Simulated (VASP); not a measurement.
# Al12O in VASP: single point with PBE

Aim: the single point of Al12O with PBE.

Everything below comes from runs of VASP 6.6.1. Logs are shortened: lines on timing, memory, paths and dates and some standing lists are left out, and cuts for length are marked.

## 1. The cell of the first run

The cell holds a slab with vacuum, 13 atoms: a = 5.714 Å, b = 5.714 Å, c = 19.675 Å, α = 90.00°, β = 90.00°, γ = 90.00°.

## 2. Single point, PBE

File INCAR:

```
ALGO = Normal
DIPOL = 0.5 0.5 0.322
EDIFF = 1E-6
ENCUT = 520
GGA = PE
IDIPOL = 3
ISIF = 2
ISMEAR = 0
LASPH = T
LCHARG = T
LDIPOL = T
LELF = T
LREAL = F
LVACPOTAV = T
LVHAR = T
LWAVE = F
NBANDS = 33
NELM = 60
PREC = Accurate
SIGMA = 0.1
```

File KPOINTS:

```
k-points
0
Gamma
  5 5 1
```

File POSCAR:

```
Al12O
1.0
    5.7143028096      0.0000000000      0.0000000000
    0.0000000000      5.7143028096      0.0000000000
    0.0000000000      0.0000000000     19.6750228481
Al O
12 1
Direct
    0.2500000000      0.2500000000      0.2033034488
    0.2500000000      0.7500000000      0.2033034488
    0.7500000000      0.2500000000      0.2033034488
    0.7500000000      0.7500000000      0.2033034488
    0.0000000000      0.0000000000      0.3092772432
    0.0000000000      0.5000000000      0.3092772432
    0.5000000000      0.0000000000      0.3092772432
    0.5000000000      0.5000000000      0.3092772432
    0.2500000000      0.2500000000      0.4155025847
    0.2500000000      0.7500000000      0.4155025847
    0.7500000000      0.2500000000      0.4155025847
    0.7500000000      0.7500000000      0.4155025847
    0.2500000000      0.5000000000      0.4677388738
```

Potentials or basis: VASP PAW PBE potentials, release 64 (Al, O).

Started as:

```bash
cat potpaw_PBE.64/Al/POTCAR potpaw_PBE.64/O/POTCAR > POTCAR
mpirun -np 1 vasp_std > vasp.out
```

OUTCAR:

```text
EDIFF = 1E-6
   ENCUT = 520
   GGA = PE
   ISIF = 2
   ISMEAR = 0
   LASPH = T
   LREAL = F
   NELM = 60
   PREC = Accurate

 ion  position               nearest neighbor table
   1  0.250  0.250  0.203-   2 2.86   3 2.86   2 2.86   3 2.86   7 2.90   8 2.90   5 2.90   6 2.90

   2  0.250  0.750  0.203-   1 2.86   4 2.86   1 2.86   4 2.86   7 2.90   8 2.90   5 2.90   6 2.90

   3  0.750  0.250  0.203-   1 2.86   4 2.86   4 2.86   1 2.86   7 2.90   8 2.90   5 2.90   6 2.90

   4  0.750  0.750  0.203-   2 2.86   3 2.86   3 2.86   2 2.86   7 2.90   8 2.90   5 2.90   6 2.90

   5  0.000  0.000  0.309-   6 2.86   7 2.86   6 2.86   7 2.86   1 2.90   2 2.90   3 2.90   4 2.90
                            11 2.91  12 2.91   9 2.91  10 2.91
   6  0.000  0.500  0.309-   5 2.86   8 2.86   5 2.86   8 2.86   1 2.90   2 2.90   3 2.90   4 2.90
                            11 2.91  12 2.91   9 2.91  10 2.91
   7  0.500  0.000  0.309-   5 2.86   8 2.86   8 2.86   5 2.86   1 2.90   2 2.90   3 2.90   4 2.90
                            11 2.91  12 2.91   9 2.91  10 2.91
   8  0.500  0.500  0.309-   6 2.86   7 2.86   7 2.86   6 2.86   1 2.90   2 2.90   3 2.90   4 2.90
                            11 2.91  12 2.91   9 2.91  10 2.91
   9  0.250  0.250  0.416-  13 1.76  11 2.86  10 2.86  10 2.86  11 2.86   6 2.91   7 2.91   8 2.91
                             5 2.91
  10  0.250  0.750  0.416-  13 1.76  12 2.86   9 2.86   9 2.86  12 2.86   6 2.91   7 2.91   8 2.91
                             5 2.91
  11  0.750  0.250  0.416-   9 2.86  12 2.86  12 2.86   9 2.86   5 2.91   6 2.91   7 2.91   8 2.91

  12  0.750  0.750  0.416-  10 2.86  11 2.86  11 2.86  10 2.86   5 2.91   6 2.91   7 2.91   8 2.91

  13  0.250  0.500  0.468-   9 1.76  10 1.76

  LATTYP: Found a simple tetragonal cell.
 ALAT       =     5.7143028096
 C/A-ratio  =     3.4431186977

  Lattice vectors:

 A1 = (   5.7143028096,   0.0000000000,   0.0000000000)
 A2 = (   0.0000000000,   5.7143028096,   0.0000000000)
 A3 = (   0.0000000000,   0.0000000000,  19.6750228481)

Analysis of symmetry for initial positions (statically):
=====================================================================
 Subroutine PRICEL returns:
 Original cell was already a primitive cell.

 Routine SETGRP: Setting up the symmetry group for a
 simple tetragonal supercell.

 Subroutine GETGRP returns: Found  4 space group operations
 (whereof  2 operations were pure point group operations)
 out of a pool of 16 trial point group operations.

The static configuration has the point symmetry C_1h.
 The point group associated with its full space group is C_2v.

Analysis of symmetry for dynamics (positions and initial velocities):
=====================================================================
 Subroutine PRICEL returns:
 Original cell was already a primitive cell.

 Routine SETGRP: Setting up the symmetry group for a
 simple tetragonal supercell.

 Subroutine GETGRP returns: Found  4 space group operations
 (whereof  2 operations were pure point group operations)
 out of a pool of 16 trial point group operations.

The dynamic configuration has the point symmetry C_1h.
 The point group associated with its full space group is C_2v.

 Subroutine INISYM returns: Found  4 space group operations
 (whereof  2 operations are pure point group operations),
 and found     1 'primitive' translations

----------------------------------------------------------------------------------------

                                     Primitive cell

  volume of cell :     642.4536

  direct lattice vectors                    reciprocal lattice vectors
     5.714302810  0.000000000  0.000000000     0.174999476  0.000000000  0.000000000
     0.000000000  5.714302810  0.000000000     0.000000000  0.174999476  0.000000000
     0.000000000  0.000000000 19.675022848     0.000000000  0.000000000  0.050825862

  length of vectors
     5.714302810  5.714302810 19.675022848     0.174999476  0.174999476  0.050825862

  position of ions in fractional coordinates (direct lattice)
     0.250000000  0.250000000  0.203303449
     0.250000000  0.750000000  0.203303449
     0.750000000  0.250000000  0.203303449
     0.750000000  0.750000000  0.203303449
     0.000000000  0.000000000  0.309277243
     0.000000000  0.500000000  0.309277243
     0.500000000  0.000000000  0.309277243
     0.500000000  0.500000000  0.309277243
     0.250000000  0.250000000  0.415502585
     0.250000000  0.750000000  0.415502585
     0.750000000  0.250000000  0.415502585
     0.750000000  0.750000000  0.415502585
     0.250000000  0.500000000  0.467738874

  ion indices of the primitive-cell ions
   primitive index   ion index
                 1           1
                 2           2
                 3           3
                 4           4
                 5           5
                 6           6
                 7           7
                 8           8
                 9           9
                10          10
                11          11
                12          12
                13          13

----------------------------------------------------------------------------------------

 KPOINTS: k-points

Automatic generation of k-mesh.
 Grid dimensions read from file:
 generate k-points for:    5    5    1

 Generating k-lattice:

  Cartesian coordinates                     Fractional coordinates (reciprocal lattice)
     0.034999895  0.000000000  0.000000000     0.200000000  0.000000000  0.000000000
     0.000000000  0.034999895  0.000000000     0.000000000  0.200000000  0.000000000
     0.000000000  0.000000000  0.050825862     0.000000000  0.000000000  1.000000000

  Length of vectors
     0.034999895  0.034999895  0.050825862

  Shift w.r.t. Gamma in fractional coordinates (k-lattice)
     0.000000000  0.000000000  0.000000000

 Subroutine IBZKPT returns following result:
 ===========================================

 Found      9 irreducible k-points:

 Following reciprocal coordinates:
            Coordinates               Weight
  0.000000  0.000000  0.000000      1.000000
  0.200000  0.000000  0.000000      2.000000
  0.000000  0.200000  0.000000      2.000000
  0.400000  0.000000  0.000000      2.000000
  0.000000  0.400000  0.000000      2.000000
  0.200000  0.200000  0.000000      4.000000
  0.400000  0.200000  0.000000      4.000000
 -0.200000  0.400000  0.000000      4.000000
  0.400000  0.400000  0.000000      4.000000
   k-points           NKPTS =      9   k-points in BZ     NKDIM =      9   number of bands    NBANDS=     33
   number of dos      NEDOS =    301   number of ions     NIONS =     13
   total plane-waves  NPLWV = 264600
   dimension x,y,z NGX =    42 NGY =   42 NGZ =  150
   dimension x,y,z NGXF=    84 NGYF=   84 NGZF=  300
   ions per type =              12   1
   NGX,Y,Z   is equivalent  to a cutoff of  12.22, 12.22, 12.67 a.u.
   NGXF,Y,Z  is equivalent  to a cutoff of  24.44, 24.44, 25.35 a.u.
 SYSTEM =  unknown system
   PREC   = accura    normal or accurate (medium, high low for compatibility)
   ISTART =      0    job   : 0-new  1-cont  2-samecut
   ICHARG =      2    charge: 1-file 2-atom 10-const
   ISPIN  =      1    spin polarized calculation?
   LNONCOLLINEAR =      F non collinear calculations
   LSORBIT =      F    spin-orbit coupling
   LASPH  =      T    aspherical Exc in radial PAW
   ENCUT  =  520.0 eV  38.22 Ry    6.18 a.u.  10.62 10.62 36.58*2*pi/ulx,y,z
   NELM   =     60;   NELMIN=  2; NELMDL= -5     # of ELM steps
   EDIFF  = 0.1E-05   stopping-criterion for ELM
   LREAL  =      F    real-space projection
   EDIFFG = 0.1E-04   stopping-criterion for IOM
   NSW    =      0    number of steps for IOM
   IBRION =     -1    ionic relax: 0-MD 1-quasi-New 2-CG
   NFREE  =      0    steps in history (QN), initial steepest desc. (CG)
   ISIF   =      2    stress and relaxation
   ISYM   =      2    0-nonsym 1-usesym 2-fastsym
   POTIM  = 0.5000    time-step for ionic-motion
   TEBEG  =    0.0;   TEEND  =   0.0 temperature during run
   PSTRESS=    0.0 pullay stress
   NELECT =      42.0000    total number of electrons
   NUPDOWN=      -1.0000    fix difference up-down
   EMIN   =  10.00;   EMAX   =-10.00  energy-range for DOS
   EFERMI =   0.00;   METHOD = LEGACY
   ISMEAR =     0;   SIGMA  =   0.10  broadening in eV -4-tet -1-fermi 0-gaus
   EFERMI_NEDOS =   21; number of points for ismear=-14 and -15
   IALGO  =     38    algorithm
   IMIX   =      4    mixing-type and parameters
     AMIX     =   0.40;   BMIX     =  1.00
     AMIX_MAG =   1.60;   BMIX_MAG =  1.00
  volume/ion in A,a.u.               =      49.42       333.50
  Fermi-wavevector in a.u.,A,eV,Ry     =   0.659494  1.246262  5.917609  0.434932
  Thomas-Fermi vector in A             =   1.731646
   LORBIT       =      0    0 simple, 1 ext, 2 COOP (PROOUT), +10 PAW based schemes
   GGA     = PE    functional components
   LHFCALC =     F    Hartree Fock is set to
   AEXX    =    0.0000 exact exchange contribution
   IVDW    =     0    specifies the selected vdW correction
   LEPSILON=     F    determine dielectric tensor
   LRPA    =     F    only Hartree local field effects (RPA)
 non-spin polarized calculation
 Gauss-broadening in eV      SIGMA  =   0.10
  energy-cutoff  :      520.00
  volume of cell :      642.45
 maximum number of plane-waves:     17320
   NGX = 21   NGY = 21   NGZ = 73

 dipolmoment           0.000000      0.000000     -0.101132 electrons x Angstroem

 number of electron      41.9999994 magnetization

 dipolmoment           0.000000      0.000000      0.100759 electrons x Angstroem

 Free energy of the ion-electron system (eV)
  ---------------------------------------------------
  ext. energy  EPLUGINS =         0.00000000
  ---------------------------------------------------
  free energy    TOTEN  =       -49.51848195 eV

  energy without entropy =      -49.46988569  energy(sigma->0) =      -49.49418382

 E-fermi :  -0.6527     XC(G=0):  -4.2489

 val. band max:       -0.6617521536   @ k =  -0.2000   0.4000   0.0000
 cond. band min:      -0.6425707648   @ k =   0.0000   0.0000   0.0000
 fundamental gap:      0.0191813888
 Fermi energy:        -0.6527388297

 k-point     1 :       0.0000    0.0000    0.0000
  band No.  band energies     occupation
      1     -19.1062      2.00000
      2     -10.6773      2.00000
      3      -8.4719      2.00000
      4      -6.7546      2.00000
      5      -6.3513      2.00000
      6      -6.3286      2.00000
[... 25 lines left out ...]
     32       2.3438      0.00000
     33       2.4643      0.00000

 k-point     2 :       0.2000    0.0000    0.0000
  band No.  band energies     occupation
      1     -19.1055      2.00000
      2     -10.5008      2.00000
      3      -8.3198      2.00000
      4      -7.8607      2.00000
      5      -6.6511      2.00000
      6      -6.0962      2.00000
[... 25 lines left out ...]
     32       2.4159      0.00000
     33       2.6911      0.00000
[... 214 lines left out ...]
     32       2.9655      0.00000
     33       3.1124      0.00000

 k-point     9 :       0.4000    0.4000    0.0000
  band No.  band energies     occupation
      1     -19.1016      2.00000
      2      -9.2790      2.00000
      3      -8.4634      2.00000
      4      -8.3573      2.00000
      5      -7.5821      2.00000
      6      -7.2192      2.00000
[... 25 lines left out ...]
     32       2.5601      0.00000
     33       2.8284      0.00000

------------------------ aborting loop because EDIFF is reached ----------------------------------------

  FORCE on cell =-STRESS in cart. coord.  units (eV):
  Direction    XX          YY          ZZ          XY          YZ          ZX
  --------------------------------------------------------------------------------------
  -------------------------------------------------------------------------------------
  Total       -4.4042217     -8.4766760     -0.3308756      0.0000000      0.0000000      0.0000000
  in kB      -10.9834306    -21.1394859     -0.8251513      0.0000000      0.0000000      0.0000000
  external PRESSURE =     -10.9826893 kB  Pullay stress =       0.0000000 kB

 VOLUME and BASIS-vectors are now :
 -----------------------------------------------------------------------------
  energy-cutoff  :      520.00
  volume of cell :      642.45
      direct lattice vectors                 reciprocal lattice vectors
     5.714302810  0.000000000  0.000000000     0.174999476  0.000000000  0.000000000
     0.000000000  5.714302810  0.000000000     0.000000000  0.174999476  0.000000000
     0.000000000  0.000000000 19.675022848     0.000000000  0.000000000  0.050825862

 POSITION                                       TOTAL-FORCE (eV/Angst)
 -----------------------------------------------------------------------------------
      1.42858      1.42858      4.00000        -0.000000     -0.012687      0.059464
      1.42858      4.28573      4.00000        -0.000000      0.012687      0.059464
      4.28573      1.42858      4.00000        -0.000000      0.032039      0.073100
      4.28573      4.28573      4.00000        -0.000000     -0.032039      0.073100
      0.00000      0.00000      6.08504        -0.147901      0.000000     -0.003673
      0.00000      2.85715      6.08504        -0.049839      0.000000     -0.181806
      2.85715      0.00000      6.08504         0.147901      0.000000     -0.003673
      2.85715      2.85715      6.08504         0.049839      0.000000     -0.181806
      1.42858      1.42858      8.17502         0.000000     -0.088395      0.273709
      1.42858      4.28573      8.17502         0.000000      0.088395      0.273709
      4.28573      1.42858      8.17502        -0.000000     -0.195576     -0.237384
      4.28573      4.28573      8.17502        -0.000000      0.195576     -0.237384
      1.42858      2.85715      9.20277        -0.000000      0.000000      0.033180
 -----------------------------------------------------------------------------------
    total drift:                                0.000000     -0.000000     -0.000061

  FREE ENERGIE OF THE ION-ELECTRON SYSTEM (eV)
  ---------------------------------------------------
  free  energy   TOTEN  =       -49.5184819482 eV

  energy  without entropy=      -49.4698856878  energy(sigma->0) =      -49.49418382

 vacuum level on the upper side and lower side of the slab         4.343         3.785
```

Wall time 5.2 min (1 thread of AMD EPYC 7R43 (Zen 3), shared host); peak memory 0.57 GiB.

Results:

```
Free energy            : -49.5185 eV
Largest force          : 0.308 eV/Å
Band gap on the k mesh : zero (band 21 reaches -0.05 eV, above the bottom of band 22 at -0.86 eV)
```

Forces in eV/Å, atoms in the order of the input:
```
Al   0.000 -0.013  0.059
Al   0.000  0.013  0.059
Al   0.000  0.032  0.073
Al   0.000 -0.032  0.073
Al  -0.148  0.000 -0.004
Al  -0.050  0.000 -0.182
Al   0.148  0.000 -0.004
Al   0.050  0.000 -0.182
Al   0.000 -0.088  0.274
Al   0.000  0.088  0.274
Al   0.000 -0.196 -0.237
Al   0.000  0.196 -0.237
O    0.000  0.000  0.033
```
